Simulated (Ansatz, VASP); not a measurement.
# Two plane-wave programs on Al

```
Al
1.0
     2.79785    0.00000    0.00000
    -1.39892    2.42301    0.00000
     0.00000    0.00000    9.20945
Al
4
Direct
  0.00000 0.00000 0.00000
  0.00000 0.00000 0.50000
  0.33333 0.66667 0.25000
  0.66667 0.33333 0.75000
```

Alike in both runs: functional PBEsol; dispersion D3(BJ); k mesh 10 × 10 × 3; no spin polarisation.

Ansatz relaxed the structure, and its values are those at the end. VASP's run is a single point on that final structure, the one shown.

```csv
,VASP,Ansatz
version,VASP 6.6.1,Ansatz 0.2.0
potentials or method,"VASP PAW PBE potentials, release 64 (Al)","plane waves, PAW"
plane-wave cutoff (eV),520,420
occupations,"fermi-dirac, width 0.1 eV",fermi-dirac
valence electrons in the cell,12,12
```

VASP gave:

```
pressure (GPa) : 0.1
```

Question: Estimate Ansatz's values.

Answer: Pressure (GPa): 0.0.

VASP's potentials were made for PBE, not for PBEsol.
